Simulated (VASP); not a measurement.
SiB5:

```
CELL_PARAMETERS angstrom
4.50350 -2.60000 0.00000
4.50350 2.60000 0.00000
-3.00195 0.00000 4.36787
ATOMIC_POSITIONS crystal
Si 0.77920 0.77920 0.92710
Si 0.22080 0.22080 0.07290
B 0.00990 0.00990 0.67360
B 0.99010 0.99010 0.32640
B 0.99020 0.34620 0.32640
B 0.00980 0.65380 0.67360
B 0.65380 0.00980 0.67360
B 0.34620 0.99020 0.32640
B 0.77920 0.36880 0.92710
B 0.36880 0.77920 0.92710
B 0.63120 0.22080 0.07290
B 0.22080 0.63120 0.07290
```

```yaml
Program: VASP 6.6.1
Task: relaxation of cell and atoms
Functional: PBE
Potentials_or_basis: VASP PAW PBE potentials, release 64 (Si, B)
Cutoff: 600 eV
k_mesh: 4 × 4 × 4
Occupations: gaussian, width 0.2 eV
Spin: no spin polarisation
```

At the start: pressure 11.3 GPa; volume 8.52 Å³/atom.

**Question.** Where does the relaxation end?

**Answer.** Over 22 steps the energy falls by 350.1 meV/atom and the volume is 9.01 Å³/atom (+5.7 %); space group C2/m (No. 12, to 0.05 Å).

Step by step:
```
step  energy change (eV)  largest force (eV/Å)  pressure (GPa)  volume (Å³)
   1              0.0000                6.6131           11.29       102.29
   2             -1.6194                2.6912          -12.66       111.40
   3             -2.3854                1.7102           -8.16       107.66
   4             -2.6883                1.8668            3.73       102.51
   5             -2.7799                0.9544           -0.61       104.09
   6             -2.9477                0.6603            1.75       102.98
   7             -2.9725                0.8909            3.34       102.36
   8             -3.0908                0.8789            3.22       102.73
   9             -3.3643                0.9422            3.26       103.82
  10             -3.2266                2.0939            4.75       105.88
  11             -3.4498                1.0992            3.75       104.51
  12             -3.6232                0.9414            2.75       105.42
  13             -3.9130                0.5595            0.10       108.09
  14             -3.9224                0.6601           -0.51       108.77
  15             -4.0236                0.5181           -0.77       108.91
  16             -4.1511                0.4704           -1.35       109.21
  17             -4.1520                0.4725           -1.39       109.23
  18             -4.1794                0.3565           -0.53       108.58
  19             -4.1923                0.2068            0.67       107.73
  20             -4.1990                0.1158            0.27       107.94
  21             -4.1998                0.1558            0.08       108.04
  22             -4.2016                0.0363           -0.12       108.16
```

Final structure:
```
Si B
1.0
     4.32929   -2.97946   -0.06614
     4.32929    2.97946   -0.06614
    -2.95201    0.00000    4.23782
Si B
2 10
Direct
  0.71441 0.71441 0.89798
  0.28559 0.28559 0.10202
  0.00102 0.00102 0.66452
  0.99898 0.99898 0.33548
  0.01414 0.33712 0.34241
  0.98586 0.66288 0.65759
  0.66288 0.98586 0.65759
  0.33712 0.01414 0.34241
  0.82667 0.30165 0.92348
  0.30165 0.82667 0.92348
  0.69835 0.17333 0.07652
  0.17333 0.69835 0.07652
```

Caveat: the k points lie up to 0.37 Å⁻¹ apart in the final cell; the relaxation stopped at a loose force limit of 0.08 eV/Å, so its end isn't a converged minimum.
